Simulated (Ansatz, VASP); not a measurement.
## Two plane-wave programs on BaTe

```
Ba Te
1.0
    -0.00668    3.57007    3.55561
     3.52563    0.00494    3.54398
     3.52918    3.56198    0.00140
Ba Te
1 1
Direct
  0.99422 0.03590 0.99388
  0.50578 0.46410 0.50612
```

Change from the starting cell: all atoms moved at random, cell strained at random.

Alike in both runs: task single point; functional PBEsol; k mesh 8 × 8 × 8; occupations gaussian, width 0.02 eV; no spin polarisation.

|  | VASP | Ansatz |
| --- | --- | --- |
| version | VASP 6.6.1 | Ansatz 0.2.0 |
| potentials or method | VASP PAW PBE potentials, release 64 (Ba_sv, Te), cutoff 520 eV | scalar-relativistic, plane waves, PAW |
| valence electrons in the cell | 16 | 26 |

|  | VASP | Ansatz | Ansatz less VASP |
| --- | --- | --- | --- |
| gap on the k mesh at the Fermi level (eV) | 1.78 | 1.85 | +0.064 |
| least direct gap on the mesh (eV) | 2.06 | 2.10 | +0.042 |
| pressure (GPa) | -0.8 | -1.2 | -0.33 |
| traceless stress, the component that is largest in VASP (GPa) | -0.90 | -0.85 | +0.052 |
| rms of the force components (eV/Å) | 0.341 | 0.321 | -0.0198 |

VASP's potentials were made for PBE, not for PBEsol. Atom by atom the forces differ by 0.020 eV/Å (rms over components). VASP's potentials hold 16 valence electrons a cell and Ansatz's 26, so a difference there can come from the potentials and not from the codes.

Neither program's run includes spin-orbit coupling.
